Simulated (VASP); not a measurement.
# LiH (P3m1) in VASP: a series of runs, part 2 of 2

VASP 6.6.1. The steps go on from the part before.

## Step 5: Single point, PBE

INCAR

```
SYSTEM = LiH
ALGO = Normal
EDIFF = 1E-7
ENCUT = 520
GGA = PE
ISIF = 2
ISMEAR = 0
LASPH = .TRUE.
LCHARG = .FALSE.
LREAL = .FALSE.
LWAVE = .FALSE.
NBANDS = 24
NELM = 60
PREC = Accurate
SIGMA = 0.01
```

KPOINTS

```
k-points
0
G
  12 12 4
  0 0 0
```

POSCAR

```
LiH
1.0
    2.8944366832      0.0000000000      0.0000000000
   -1.4472183416      2.5066556973      0.0000000000
    0.0000000000      0.0000000000     15.5058124393
Li H
6 6
Direct
    0.0000000000      0.0000000000      0.1185515123
    0.0000000000      0.0000000000      0.2774629060
    0.6666666667      0.3333333333      0.4459949105
    0.3333333333      0.6666666667      0.6188768011
    0.3333333333      0.6666666667      0.7835520431
    0.6666666667      0.3333333333      0.9453260470
    0.0000000000      0.0000000000      0.0104981394
    0.3333333333      0.6666666667      0.1887265530
    0.6666666667      0.3333333333      0.3373174827
    0.6666666667      0.3333333333      0.5502929508
    0.0000000000      0.0000000000      0.6905585553
    0.0000000000      0.0000000000      0.8550523389
```

The run is started by

```
$ cat potpaw_PBE.64/Li_sv/POTCAR potpaw_PBE.64/H/POTCAR > POTCAR
$ mpirun -np 1 vasp_std > vasp.out
```

Wall time 3.2 min (1 thread of Oxide Virtual Turin-like, shared host); peak memory 0.28 GiB.

The run converged. Its results:

```
Free energy            : -34.7746 eV
Largest force          : 0.022 eV/Å
Band gap on the k mesh : 0.10 eV (least direct gap 0.55 eV)
```

Forces on the atoms (eV/Å):
```
Li   0.000  0.000  0.014
Li   0.000  0.000  0.000
Li   0.000  0.000 -0.008
Li   0.000  0.000  0.000
Li   0.000  0.000  0.000
Li   0.000  0.000  0.001
H    0.000  0.000 -0.013
H    0.000  0.000  0.000
H    0.000  0.000 -0.014
H    0.000  0.000  0.022
H    0.000  0.000 -0.001
H    0.000  0.000  0.000
```

Levels at points of the mesh, in eV from the valence-band top:
| k point | band 9 | band 10 | band 11 | band 12 | band 13 | band 14 | band 15 | band 16 |
| --- | --- | --- | --- | --- | --- | --- | --- | --- |
| (0.00, 0.00, 0.00) | -5.66 | -5.17 | -4.37 | -3.52 | 1.50 | 3.64 | 4.66 | 7.89 |
| (0.50, 0.00, 0.00) | -3.00 | -2.58 | -1.57 | -0.45 | 0.10 | 1.91 | 2.91 | 3.33 |
| (0.00, 0.00, 0.50) | -5.55 | -5.27 | -4.31 | -3.55 | 1.58 | 3.23 | 5.73 | 6.21 |
| (0.50, 0.00, 0.50) | -2.95 | -2.59 | -1.57 | -0.45 | 0.10 | 1.92 | 2.94 | 3.29 |

Caveat: the cutoff is under 1.25 times the usual one of these potentials, so pressure, stress and relaxed cells hold a basis-set (Pulay) error.

## Step 6: Relaxation of cell and atoms, PBE

INCAR

```
SYSTEM = LiH
  PREC = Accurate
  ENCUT = 600
  EDIFF = 1E-7
  ISMEAR = 0
  SIGMA = 0.01
  LREAL = .FALSE.
  LASPH = .TRUE.
  NELM = 80
  ALGO = Normal
  ISIF = 3
  LWAVE = .FALSE.
  LCHARG = .FALSE.
  GGA = PE
  IBRION = 2
  NSW = 100
  EDIFFG = -0.01
```

KPOINTS

```
Automatic mesh
0
G
  12 12 4
  0 0 0
```

POSCAR

```
LiH
1.0
    2.8952716642      0.0000000000      0.0000000000
   -1.4476358321      2.5073788121      0.0000000000
    0.0000000000      0.0000000000     15.5110843012
Li H
6 6
Direct
    0.0000000000      0.0000000000      0.1188676214
    0.0000000000      0.0000000000      0.2778022514
    0.6666666667      0.3333333333      0.4458062846
    0.3333333333      0.6666666667      0.6184093087
    0.3333333333      0.6666666667      0.7832445456
    0.6666666667      0.3333333333      0.9457724181
    0.0000000000      0.0000000000      0.0102086467
    0.3333333333      0.6666666667      0.1884251116
    0.6666666667      0.3333333333      0.3372800569
    0.6666666667      0.3333333333      0.5502192232
    0.0000000000      0.0000000000      0.6910728062
    0.0000000000      0.0000000000      0.8551019657
```

Potentials or basis: VASP PAW PBE potentials, release 64 (Li_sv, H).

The run is started by

```
$ cat potpaw_PBE.64/Li_sv/POTCAR potpaw_PBE.64/H/POTCAR > POTCAR
$ mpirun -np 1 vasp_std > vasp.out
```

Wall time 8.5 min (1 thread of Oxide Virtual Turin-like, shared host); peak memory 0.3 GiB.

Results (log left out):

```yaml
Free_energy: -34.7760 eV
Relaxed_volume: 9.32 Å³/atom
Relaxed_cell: a = 2.888 Å, b = 2.888 Å, c = 15.485 Å, α = 90.00°, β = 90.00°, γ = 120.00°
Space_group_after_relaxing_to_0.1_Å: P3m1 (No. 156)
Energy_gained_by_relaxing: 0.1 meV/atom
Ionic_steps: 8
Pressure_after_relaxing: 0.0 GPa
Largest_force_after_relaxing: 0.004 eV/Å
Band_gap_on_the_k_mesh: 0.08 eV (least direct gap 0.54 eV)
```

Forces in eV/Å, atoms in the order of the input:
```
Li   0.000  0.000 -0.003
Li   0.000  0.000 -0.001
Li   0.000  0.000  0.000
Li   0.000  0.000  0.002
Li   0.000  0.000 -0.002
Li   0.000  0.000 -0.001
H    0.000  0.000 -0.002
H    0.000  0.000  0.001
H    0.000  0.000  0.000
H    0.000  0.000  0.003
H    0.000  0.000  0.004
H    0.000  0.000  0.000
```

The path:
| step | energy change (eV) | largest force (eV/Å) | pressure (GPa) | volume (Å³) |
| --- | --- | --- | --- | --- |
| 1 | 0.0000 | 0.0454 | -0.19 | 112.60 |
| 2 | -0.0006 | 0.0321 | -0.14 | 112.42 |
| 3 | -0.0010 | 0.0442 | -0.01 | 111.96 |
| 4 | -0.0010 | 0.0317 | -0.04 | 112.05 |
| 5 | -0.0012 | 0.0151 | -0.02 | 111.93 |
| 6 | -0.0013 | 0.0123 | -0.01 | 111.84 |
| 7 | -0.0013 | 0.0118 | -0.01 | 111.85 |
| 8 | -0.0013 | 0.0036 | 0.00 | 111.83 |

Final structure:
```
Li H
1.0
     2.88768    0.00000    0.00000
    -1.44384    2.50081    0.00000
     0.00000    0.00000   15.48525
Li H
6 6
Direct
  0.00000 0.00000 0.11870
  0.00000 0.00000 0.27738
  0.66667 0.33333 0.44592
  0.33333 0.66667 0.61888
  0.33333 0.66667 0.78357
  0.66667 0.33333 0.94536
  0.00000 0.00000 0.01048
  0.33333 0.66667 0.18875
  0.66667 0.33333 0.33711
  0.66667 0.33333 0.55043
  0.00000 0.00000 0.69055
  0.00000 0.00000 0.85508
```

Levels at points of the mesh, in eV from the valence-band top:
| k point | band 10 | band 11 | band 12 | band 13 | band 14 | band 15 |
| --- | --- | --- | --- | --- | --- | --- |
| (0.00, 0.00, 0.00) | -5.20 | -4.39 | -3.54 | 1.49 | 3.63 | 4.66 |
| (0.50, 0.00, 0.00) | -2.59 | -1.58 | -0.45 | 0.08 | 1.91 | 2.91 |
| (0.00, 0.00, 0.50) | -5.30 | -4.34 | -3.57 | 1.56 | 3.23 | 5.73 |
| (0.50, 0.00, 0.50) | -2.61 | -1.57 | -0.45 | 0.08 | 1.92 | 2.95 |

Caveat: the cutoff is under 1.25 times the usual one of these potentials, so pressure, stress and relaxed cells hold a basis-set (Pulay) error.

## Step 7: The runs side by side

```csv
task,cell,k mesh,cutoff (eV),smearing,gap on the mesh (eV),pressure (GPa),relaxed volume (Å³/atom),largest force (eV/Å)
single point,"a = 2.895, b = 2.895, c = 15.511 Å, angles 90.0, 90.0, 120.0°, 12 atoms, atomic positions A",6 × 6 × 1,520,gaussian 0.1 eV,0.17,-,-,0.02
single point,"a = 3.241, b = 3.241, c = 18.377 Å, angles 90.0, 90.0, 120.0°, 12 atoms, atomic positions B",6 × 6 × 1,520,gaussian 0.1 eV,none,-,-,0.92
relaxation of cell and atoms,"relaxed from a = 3.241, b = 3.241, c = 18.377 Å, angles 90.0, 90.0, 120.0°, 12 atoms, atomic positions B",6 × 6 × 1,600,gaussian 0.1 eV,0.16,0.0,9.33,0.03
single point,"a = 2.894, b = 2.894, c = 15.506 Å, angles 90.0, 90.0, 120.0°, 12 atoms, atomic positions C",12 × 12 × 4,520,gaussian 0.01 eV,0.10,-,-,0.02
relaxation of cell and atoms,"relaxed from a = 2.895, b = 2.895, c = 15.511 Å, angles 90.0, 90.0, 120.0°, 12 atoms, atomic positions A",12 × 12 × 4,600,gaussian 0.01 eV,0.08,0.0,9.32,-
```

Alike in all rows: level PBE; potentials or basis VASP PAW PBE potentials, release 64 (Li_sv, H); no spin polarisation.

Caveats: some runs use coarse meshes; the cutoff is under 1.25 times the usual one of these potentials, so pressure, stress and relaxed cells hold a basis-set (Pulay) error; the volume moved by over 15 % at a fixed basis, so the end points are rough (at least some runs).

Absolute energies hang on the potentials; compare differences alone.
